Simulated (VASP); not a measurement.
# HoO3: relaxation of cell and atoms with PBE

Crystal: HoO3.

```
CELL_PARAMETERS angstrom
3.96907 0.00000 0.00000
-1.98453 3.43731 0.00000
0.00000 0.00000 4.34825
ATOMIC_POSITIONS crystal
Ho 0.00000 0.00000 0.50000
O 0.00000 0.00000 0.00000
O 0.66667 0.33333 0.67038
O 0.66667 0.33333 0.32962
```

The cell was built from a structure type or drawn by symmetry, and may not be a known phase.

| Item | Value |
| --- | --- |
| Program | VASP 6.6.1 |
| Task | relaxation of cell and atoms |
| Functional | PBE |
| Potentials or basis | VASP PAW PBE potentials, release 64 (Ho_3, O), 4f in core |
| Cutoff | 600 eV |
| k mesh | 12 × 12 × 10 |
| Occupations | gaussian, width 0.1 eV |
| Spin | no spin polarisation |
| Dipole correction | no |
| Mended | yes |
| Further INCAR settings | ALGO = Normal; EDIFF = 1e-07; IBRION = 2; EDIFFG = -0.01; NSW = 100; ISIF = 3 |

```json
{"Relaxed volume": "14.87 Å³/atom", "Relaxed cell": "a = 3.964 Å, b = 3.964 Å, c = 4.373 Å, α = 90.00°, β = 90.00°, γ = 120.00°", "Space group after relaxing (to 0.1 Å)": "P-6m2 (No. 187)", "Energy gained by relaxing": "0.6 meV/atom", "Ionic steps": "6", "Pressure after relaxing": "-0.1 GPa", "Largest force after relaxing": "0.007 eV/Å", "Band gap on the k mesh": "zero (an odd number of electrons rules out a gap without spin polarisation)"}
```

Forces in eV/Å, atoms in the order of the input:
```
Ho   0.000  0.000  0.000
O    0.000  0.000  0.000
O    0.000  0.000  0.007
O    0.000  0.000 -0.007
```

Step by step:
| step | energy change (eV) | largest force (eV/Å) | pressure (GPa) | volume (Å³) |
| --- | --- | --- | --- | --- |
| 1 | 0.0000 | 0.2091 | 0.71 | 59.32 |
| 2 | 0.0042 | 0.4714 | -1.41 | 59.89 |
| 3 | -0.0019 | 0.0481 | -0.07 | 59.52 |
| 4 | -0.0022 | 0.0134 | -0.07 | 59.50 |
| 5 | -0.0023 | 0.0057 | -0.11 | 59.49 |
| 6 | -0.0023 | 0.0072 | -0.07 | 59.49 |

Final structure:
```
Ho O
1.0
     3.96359    0.00000    0.00000
    -1.98179    3.43257    0.00000
     0.00000    0.00000    4.37277
Ho O
1 3
Cartesian
  -1.9818 3.4326 2.1864
  -1.9818 3.4326 0.0000
  1.9818 1.1442 2.9327
  1.9818 1.1442 1.4401
```

Levels at points of the mesh, in eV from the Fermi level:
```
           k point  band 11  band 12  band 13  band 14  band 15  band 16  band 17
(0.00, 0.00, 0.00)    -1.31    -0.41    -0.41    -0.28     2.74     4.80     6.40
(0.50, 0.00, 0.00)    -1.44    -0.52    -0.39    -0.01     3.55     4.74     5.84
(0.00, 0.00, 0.50)    -2.11    -2.11    -0.08    -0.08     3.10     3.31     7.01
(0.50, 0.00, 0.50)    -2.65    -2.21    -0.41     0.34     3.64     3.67     6.32
```

It took 3.9 min on 1 thread of Intel(R) Xeon(R) 6975P-C (Granite Rapids) (shared host), peak memory 0.29 GiB.

Caveat: spin-orbit coupling is left out, which moves the levels of the heavy elements; the 4f electrons are frozen in the core, so they carry no moment and show no levels; an odd number of electrons without spin polarisation forces a metal; a magnetic or distorted state may lie lower; the run has no spin polarisation, though such a crystal can be magnetic. With open d or f shells a metallic result of PBE can be an artefact of self-interaction; +U or a hybrid may open a gap.
